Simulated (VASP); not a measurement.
# Ga2PtF6 (Fm-3m) in VASP: a series of runs

Runs on Ga2PtF6. Level: PBE. Tasks: single point, relaxation of cell and atoms.

Everything below comes from runs of VASP 6.6.1. Logs are shortened: lines on timing, memory, paths and dates and some standing lists are left out, and cuts for length are marked.

### 1 The cell of the first run

It takes space group Fm-3m (No. 225, cubic). Conventional cell: a = 7.910 Å, b = 7.910 Å, c = 7.910 Å, α = 90.00°, β = 90.00°, γ = 90.00°. Within 2.6 Å of Ga (site symmetry -43m) lie 6 F at 1.98 Å. Within 3.7 Å of Pt (site symmetry m-3m) lie 12 F at 2.80 Å and 8 Ga at 3.43 Å. Within 2.6 Å of F (site symmetry mmm) lie 2 Ga at 1.98 Å.

### 2 Single point, PBE

INCAR reads:

```
PREC = Accurate
ENCUT = 520
EDIFF = 1E-7
ISMEAR = 0
SIGMA = 0.1
LREAL = F
LASPH = T
NELM = 80
ALGO = Normal
ISIF = 2
LWAVE = F
LCHARG = F
GGA = PE
NBANDS = 49
```

KPOINTS reads:

```
Automatic mesh
0
Gamma
  4 4 4
```

POSCAR reads:

```
Ga2PtF6
1.0
    0.0000000000      3.9552216931      3.9552216931
    3.9552216931      0.0000000000      3.9552216931
    3.9552216931      3.9552216931      0.0000000000
Ga Pt F
2 1 6
Direct
    0.7500000000      0.7500000000      0.7500000000
    0.2500000000      0.2500000000      0.2500000000
    0.0000000000      0.0000000000      0.0000000000
    0.5000000000      0.0000000000      0.0000000000
    0.0000000000      0.5000000000      0.5000000000
    0.0000000000      0.5000000000      0.0000000000
    0.5000000000      0.0000000000      0.5000000000
    0.0000000000      0.0000000000      0.5000000000
    0.5000000000      0.5000000000      0.0000000000
```

Potentials or basis: VASP PAW PBE potentials, release 64 (Ga_d, Pt, F).

Run with:

```
$ cat potpaw_PBE.64/Ga_d/POTCAR potpaw_PBE.64/Pt/POTCAR potpaw_PBE.64/F/POTCAR > POTCAR
$ mpirun -np 1 vasp_std > vasp.out
```

OUTCAR:

```text
PREC = Accurate
   ENCUT = 520
   EDIFF = 1E-7
   ISMEAR = 0
   LREAL = F
   LASPH = T
   NELM = 80
   ISIF = 2
   GGA = PE

 ion  position               nearest neighbor table
   1  0.750  0.750  0.750-   4 1.98   5 1.98   6 1.98   7 1.98   8 1.98   9 1.98
   2  0.250  0.250  0.250-   4 1.98   5 1.98   6 1.98   7 1.98   8 1.98   9 1.98
   3  0.000  0.000  0.000-
   4  0.500  0.000  0.000-   1 1.98   2 1.98
   5  0.000  0.500  0.500-   1 1.98   2 1.98
   6  0.000  0.500  0.000-   1 1.98   2 1.98
   7  0.500  0.000  0.500-   1 1.98   2 1.98
   8  0.000  0.000  0.500-   1 1.98   2 1.98
   9  0.500  0.500  0.000-   1 1.98   2 1.98

  LATTYP: Found a face centered cubic cell.
 ALAT       =     7.9104433862

  Lattice vectors:

 A1 = (   0.0000000000,   3.9552216931,   3.9552216931)
 A2 = (   3.9552216931,   0.0000000000,   3.9552216931)
 A3 = (   3.9552216931,   3.9552216931,   0.0000000000)

Analysis of symmetry for initial positions (statically):
=====================================================================
 Subroutine PRICEL returns:
 Original cell was already a primitive cell.

 Routine SETGRP: Setting up the symmetry group for a
 face centered cubic supercell.

 Subroutine GETGRP returns: Found 48 space group operations
 (whereof 48 operations were pure point group operations)
 out of a pool of 48 trial point group operations.

The static configuration has the point symmetry O_h .

Analysis of symmetry for dynamics (positions and initial velocities):
=====================================================================
 Subroutine PRICEL returns:
 Original cell was already a primitive cell.

 Routine SETGRP: Setting up the symmetry group for a
 face centered cubic supercell.

 Subroutine GETGRP returns: Found 48 space group operations
 (whereof 48 operations were pure point group operations)
 out of a pool of 48 trial point group operations.

The dynamic configuration has the point symmetry O_h .

 Subroutine INISYM returns: Found 48 space group operations
 (whereof 48 operations are pure point group operations),
 and found     1 'primitive' translations

----------------------------------------------------------------------------------------
[... 93 lines left out ...]
   NSW    =      0    number of steps for IOM
   IBRION =     -1    ionic relax: 0-MD 1-quasi-New 2-CG
   NFREE  =      0    steps in history (QN), initial steepest desc. (CG)
   ISIF   =      2    stress and relaxation
   ISYM   =      2    0-nonsym 1-usesym 2-fastsym
   POTIM  = 0.5000    time-step for ionic-motion
   TEBEG  =    0.0;   TEEND  =   0.0 temperature during run
   PSTRESS=    0.0 pullay stress
   NELECT =      78.0000    total number of electrons
   NUPDOWN=      -1.0000    fix difference up-down
   EMIN   =  10.00;   EMAX   =-10.00  energy-range for DOS
   EFERMI =   0.00;   METHOD = LEGACY
   ISMEAR =     0;   SIGMA  =   0.10  broadening in eV -4-tet -1-fermi 0-gaus
   EFERMI_NEDOS =   21; number of points for ismear=-14 and -15
   IALGO  =     38    algorithm
   IMIX   =      4    mixing-type and parameters
     AMIX     =   0.40;   BMIX     =  1.00
     AMIX_MAG =   1.60;   BMIX_MAG =  1.00
  volume/ion in A,a.u.               =      13.75        92.79
  Fermi-wavevector in a.u.,A,eV,Ry     =   1.403650  2.652514 26.806657  1.970234
  Thomas-Fermi vector in A             =   2.526291
   LORBIT       =      0    0 simple, 1 ext, 2 COOP (PROOUT), +10 PAW based schemes
   GGA     = PE    functional components
   LHFCALC =     F    Hartree Fock is set to
   AEXX    =    0.0000 exact exchange contribution
   IVDW    =     0    specifies the selected vdW correction
   LEPSILON=     F    determine dielectric tensor
   LRPA    =     F    only Hartree local field effects (RPA)
 non-spin polarized calculation
 Gauss-broadening in eV      SIGMA  =   0.10
  energy-cutoff  :      520.00
  volume of cell :      123.75
 maximum number of plane-waves:      3383
 NGX is ok and might be reduce to    42
   NGX = 21   NGY = 21   NGZ = 21

 number of electron      78.0000081 magnetization

 Free energy of the ion-electron system (eV)
  ---------------------------------------------------
  ext. energy  EPLUGINS =         0.00000000
  ---------------------------------------------------
  free energy    TOTEN  =       -37.59362844 eV

  energy without entropy =      -37.56043190  energy(sigma->0) =      -37.57703017

 E-fermi :   3.2003     XC(G=0):  -9.8246

 val. band max:        3.1478611989   @ k =   0.5000   0.2500   0.0000
 cond. band min:       3.2250645793   @ k =  -0.2500   0.5000   0.2500
 fundamental gap:      0.0772033805
 Fermi energy:         3.2003487735

 k-point     1 :       0.0000    0.0000    0.0000
  band No.  band energies     occupation
      1     -22.2625      2.00000
      2     -21.5778      2.00000
      3     -21.5778      2.00000
      4     -21.5778      2.00000
      5     -21.4691      2.00000
      6     -21.4691      2.00000
[... 405 lines left out ...]
     48      12.6310      0.00000
     49      12.8326      0.00000

------------------------ aborting loop because EDIFF is reached ----------------------------------------

  FORCE on cell =-STRESS in cart. coord.  units (eV):
  Direction    XX          YY          ZZ          XY          YZ          ZX
  --------------------------------------------------------------------------------------
  -------------------------------------------------------------------------------------
  Total        0.3306149      0.3306149      0.3306149     -0.0000000     -0.0000000      0.0000000
  in kB        4.2804607      4.2804607      4.2804607     -0.0000000     -0.0000000      0.0000000
  external PRESSURE =       4.2804607 kB  Pullay stress =       0.0000000 kB

 VOLUME and BASIS-vectors are now :
 -----------------------------------------------------------------------------
  energy-cutoff  :      520.00
  volume of cell :      123.75
      direct lattice vectors                 reciprocal lattice vectors
     0.000000000  3.955221693  3.955221693    -0.126415164  0.126415164  0.126415164
     3.955221693  0.000000000  3.955221693     0.126415164 -0.126415164  0.126415164
     3.955221693  3.955221693  0.000000000     0.126415164  0.126415164 -0.126415164

 POSITION                                       TOTAL-FORCE (eV/Angst)
 -----------------------------------------------------------------------------------
      5.93283      5.93283      5.93283         0.000000     -0.000000     -0.000000
      1.97761      1.97761      1.97761         0.000000      0.000000      0.000000
      0.00000      0.00000      0.00000        -0.000000     -0.000000     -0.000000
      0.00000      1.97761      1.97761        -0.000000     -0.000000     -0.000000
      3.95522      1.97761      1.97761        -0.000000     -0.000000     -0.000000
      1.97761      0.00000      1.97761        -0.000000     -0.000000     -0.000000
      1.97761      3.95522      1.97761        -0.000000     -0.000000     -0.000000
      1.97761      1.97761      0.00000        -0.000000     -0.000000     -0.000000
      1.97761      1.97761      3.95522        -0.000000     -0.000000     -0.000000
 -----------------------------------------------------------------------------------
    total drift:                               -0.000000     -0.000000      0.000000

  FREE ENERGIE OF THE ION-ELECTRON SYSTEM (eV)
  ---------------------------------------------------
  free  energy   TOTEN  =       -37.5936284423 eV

  energy  without entropy=      -37.5604319019  energy(sigma->0) =      -37.57703017
```

OSZICAR:

```text
N       E                     dE             d eps       ncg     rms          rms(c)
DAV:   1     0.104369287251E+04    0.10437E+04   -0.37986E+04   923   0.232E+03
DAV:   2     0.128260375212E+03   -0.91543E+03   -0.85948E+03   880   0.703E+02
DAV:   3    -0.318251155089E+02   -0.16009E+03   -0.15650E+03   888   0.221E+02
DAV:   4    -0.413785093154E+02   -0.95534E+01   -0.94760E+01   934   0.607E+01
DAV:   5    -0.416388880621E+02   -0.26038E+00   -0.25990E+00   936   0.955E+00    0.118E+01
DAV:   6    -0.377638785450E+02    0.38750E+01   -0.12244E+01  1141   0.375E+01    0.405E+00
DAV:   7    -0.376551261058E+02    0.10875E+00   -0.88258E-01   865   0.501E+00    0.241E+00
DAV:   8    -0.375945697738E+02    0.60556E-01   -0.11804E-01  1039   0.242E+00    0.542E-01
DAV:   9    -0.375930048450E+02    0.15649E-02   -0.11663E-02  1124   0.109E+00    0.131E-01
DAV:  10    -0.375935978548E+02   -0.59301E-03   -0.26319E-03   871   0.306E-01    0.335E-02
DAV:  11    -0.375936303564E+02   -0.32502E-04   -0.99821E-05  1172   0.714E-02    0.132E-02
DAV:  12    -0.375936302143E+02    0.14208E-06   -0.24470E-05   886   0.341E-02    0.820E-03
DAV:  13    -0.375936286246E+02    0.15897E-05   -0.78643E-06  1072   0.168E-02    0.231E-03
DAV:  14    -0.375936284929E+02    0.13171E-06   -0.55564E-07   759   0.541E-03    0.115E-03
DAV:  15    -0.375936284423E+02    0.50641E-07   -0.61692E-08   600   0.237E-03
   1 F= -.37593628E+02 E0= -.37577030E+02  d E =-.331965E-01
```

stdout:

```text
POSCAR found type information on POSCAR GaPtF
 POSCAR found :  3 types and       9 ions
 scaLAPACK will be used
 LDA part: xc-table for (Slater+PW92), standard interpolation
 POSCAR, INCAR and KPOINTS ok, starting setup
 FFT: planning ... GRIDC
 FFT: planning ... GRID_SOFT
 FFT: planning ... GRID
 WAVECAR not read
 entering main loop
```

Wall time 58 s (1 thread of Intel Xeon Platinum 8488C (Sapphire Rapids), shared host); peak memory 0.27 GiB.

What came out:

```
Free energy            : -37.5936 eV
Pressure               : 0.4 GPa
Band gap on the k mesh : zero (band 39 reaches 3.23 eV, above the bottom of band 40 at 2.68 eV)
```

Caveat: spin-orbit coupling is left out, which moves the levels of the heavy elements.

### 3 Relaxation of cell and atoms, PBE

This run uses another cell than the first one, of 11.17 Å³/atom, 0.812 times its volume.

INCAR reads:

```
PREC = Accurate ; ENCUT = 600
EDIFF = 1E-7 ; ISMEAR = 0
SIGMA = 0.1 ; LREAL = False
LASPH = True ; NELM = 60
ALGO = Normal ; ISIF = 3
LWAVE = False ; LCHARG = False
GGA = PE ; IBRION = 2
NSW = 90 ; EDIFFG = -0.04
```

KPOINTS is that of step 2.

Edit POSCAR of step 2 so:

```diff
@@ -2,5 +2,5 @@
 1.0
-    0.0000000000      3.9552216931      3.9552216931
-    3.9552216931      0.0000000000      3.9552216931
-    3.9552216931      3.9552216931      0.0000000000
+    0.0000000000      3.6901055600      3.6901055600
+    3.6901055600      0.0000000000      3.6901055600
+    3.6901055600      3.6901055600      0.0000000000
 Ga Pt F
```

Potentials or basis: VASP PAW PBE potentials, release 64 (Ga_d, Pt, F).

Run with:

```
$ cat potpaw_PBE.64/Ga_d/POTCAR potpaw_PBE.64/Pt/POTCAR potpaw_PBE.64/F/POTCAR > POTCAR
$ mpirun -np 1 vasp_std > vasp.out
```

It took 3 min on 1 thread of Intel Xeon Platinum 8488C (Sapphire Rapids), shared host; peak memory 0.29 GiB.

The run converged. Its results:

```yaml
Free_energy: -37.5529 eV
Relaxed_volume: 13.78 Å³/atom
Relaxed_cell: a = 5.598 Å, b = 5.598 Å, c = 5.598 Å, α = 60.00°, β = 60.00°, γ = 60.00°
Space_group_after_relaxing_to_0.05_Å: Fm-3m (No. 225)
Energy_gained_by_relaxing: 221.2 meV/atom
Ionic_steps: 3
Pressure_after_relaxing: 0.2 GPa
Band_gap_on_the_k_mesh: zero (band 39 reaches 3.20 eV, above the bottom of band 40 at 2.66 eV)
```

Step by step:
| step | energy change (eV) | largest force (eV/Å) | pressure (GPa) | volume (Å³) |
| --- | --- | --- | --- | --- |
| 1 | 0.0000 | 0.0000 | 32.43 | 100.50 |
| 2 | -1.6626 | 0.0000 | -7.58 | 137.08 |
| 3 | -1.9905 | 0.0000 | 0.20 | 124.04 |

Final structure:
```
Ga Pt F
1.0
     0.00000    3.95828    3.95828
     3.95828    0.00000    3.95828
     3.95828    3.95828    0.00000
Ga Pt F
2 1 6
Cartesian
  5.9374 5.9374 5.9374
  1.9791 1.9791 1.9791
  0.0000 0.0000 0.0000
  0.0000 1.9791 1.9791
  3.9583 1.9791 1.9791
  1.9791 0.0000 1.9791
  1.9791 3.9583 1.9791
  1.9791 1.9791 0.0000
  1.9791 1.9791 3.9583
```

Levels at points of the mesh, in eV from the Fermi level:
| k point | band 35 | band 36 | band 37 | band 38 | band 39 | band 40 | band 41 | band 42 | band 43 | band 44 |
| --- | --- | --- | --- | --- | --- | --- | --- | --- | --- | --- |
| (0.00, 0.00, 0.00) | -2.04 | -0.63 | -0.63 | -0.63 | -0.51 | -0.51 | 0.95 | 5.24 | 6.23 | 6.23 |
| (0.50, 0.00, 0.00) | -0.53 | -0.48 | -0.48 | -0.07 | -0.07 | 1.02 | 1.35 | 2.38 | 6.01 | 6.96 |
| (0.50, 0.50, 0.00) | -0.48 | -0.35 | -0.14 | 0.02 | 0.02 | 1.26 | 1.75 | 3.49 | 5.48 | 5.48 |

Caveat: the k points lie up to 0.34 Å⁻¹ apart in the final cell; the volume moved by over 15 % at a fixed basis, so the end points are rough; spin-orbit coupling is left out, which moves the levels of the heavy elements.
